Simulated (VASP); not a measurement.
Here is a VASP 6.6.1 calculation.

INCAR

```
SYSTEM = P
  PREC = Accurate
  ENCUT = 520
  EDIFF = 1E-7
  ISMEAR = 0
  SIGMA = 0.1
  LREAL = .FALSE.
  LASPH = .TRUE.
  NELM = 60
  ALGO = Normal
  ISIF = 2
  LWAVE = .FALSE.
  LCHARG = .TRUE.
  GGA = PS
  LELF = .TRUE.
  LVHAR = .TRUE.
  NBANDS = 12
```

The input KPOINTS:

```
regular mesh
0
G
  15 15 15
  0 0 0
```

The input POSCAR:

```
P
1.0
    1.7306960122      0.9992178085      2.9870219276
   -1.7306960122      0.9992178085      2.9870219276
    0.0000000000     -1.9984356170      2.9870219276
P
2
Direct
    0.2318582514      0.2318582514      0.2318582514
    0.7681417486      0.7681417486      0.7681417486
```

Potentials or basis: VASP PAW PBE potentials, release 64 (P).

Run with:

```sh
$ cat potpaw_PBE.64/P/POTCAR > POTCAR
$ mpirun -np 1 vasp_std > vasp.out
```

What does it give for the pressure?

-1.7 GPa.

Estimate the band gap on the k mesh.

zero (band 5 reaches 9.83 eV, above the bottom of band 6 at 8.81 eV).

What does it give for the largest force?

0.038 eV/Å.

Stress tensor (GPa, compression positive):
```
-1.77  0.00  0.00
 0.00 -1.77  0.00
 0.00  0.00 -1.59
```

Caveat: the PAW data sets were made with another functional, which shifts forces and pressure a little.
